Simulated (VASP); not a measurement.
# C in VASP: further runs, part 3 of 3

VASP 6.6.1. The steps go on from the part before.

## 7. The runs side by side

| task | potentials or basis | cell | k mesh | cutoff (eV) | smearing | second run | gap on the mesh (eV) | pressure (GPa) |
| --- | --- | --- | --- | --- | --- | --- | --- | --- |
| relaxation of cell and atoms | VASP PAW LDA potentials, release 64 (C) | relaxed from a = 2.522 Å, angles 60.0, 60.0, 90.0°, 2 atoms | 16 × 16 × 16 | 600 | fermi-dirac 0.1 eV | - | 4.17 | 0.0 |
| single point | VASP PAW LDA potentials, release 64 (C_h) | a = 2.522, b = 2.522, c = 2.507 Å, angles 59.8, 59.8, 90.0°, 2 atoms | 12 × 12 × 12 | 910 | gaussian 0.01 eV | hard_potentials | 3.84 | -7.2 |
| single point | VASP PAW LDA potentials, release 64 (C_h) | a = 2.547, b = 2.547, c = 2.516 Å, angles 59.6, 59.6, 90.0°, 2 atoms | 12 × 12 × 12 | 910 | gaussian 0.01 eV | hard_potentials | 3.49 | -14.4 |
| single point | VASP PAW LDA potentials, release 64 (C) | a = 2.497 Å, angles 60.0, 60.0, 90.0°, 2 atoms | 12 × 12 × 12 | 520 | gaussian 0.01 eV | - | 4.20 | 1.6 |

Alike in all rows: level LDA; no spin polarisation.

Caveats: the cutoff is under 1.25 times the usual one of these potentials, so pressure, stress and relaxed cells hold a basis-set (Pulay) error (some runs).

Total energies depend on the potentials used, so only differences within one code and one set of settings carry meaning.
